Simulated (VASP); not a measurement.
Here is a VASP 6.6.1 calculation.

The input INCAR:

```
PREC = Accurate ; ENCUT = 500
EDIFF = 1E-6 ; ISMEAR = -1
SIGMA = 0.02 ; LREAL = F
LASPH = T ; NELM = 200
ALGO = Normal ; ISIF = 2
LWAVE = F ; LCHARG = F
MAGMOM = 0 0 0 0 0 0 ; LORBIT = 11
LSORBIT = T ; GGA_COMPAT = F
LORBMOM = T ; GGA = PE
NBANDS = 30
```

KPOINTS

```
regular mesh
0
Gamma
  6 6 6
```

Contents of POSCAR:

```
GaSb
1.0
    0.0000000000      2.8731179453      2.8731179453
    2.8731179453      0.0000000000      2.8731179453
    2.8731179453      2.8731179453      0.0000000000
Ga Sb
1 1
Direct
    0.0000000000      0.0000000000      0.0000000000
    0.5000000000      0.5000000000      0.5000000000
```

Potentials or basis: VASP PAW PBE potentials, release 64 (Ga_d, Sb).

Command:

```console
$ cat potpaw_PBE.64/Ga_d/POTCAR potpaw_PBE.64/Sb/POTCAR > POTCAR
$ mpirun -np 1 vasp_ncl > vasp.out
```

Problem. What does it give for the net moment?

Solution. 0.00 μB per cell.

Problem. What does it give for the pressure?

Solution. 2.0 GPa.

Moments on the atoms (μB; x, y, z):
```
Ga  0.00 0.00 0.00
Sb  0.00 0.00 0.00
```

Caveat: the structure was generated, so it needn't be the stable form of GaSb.
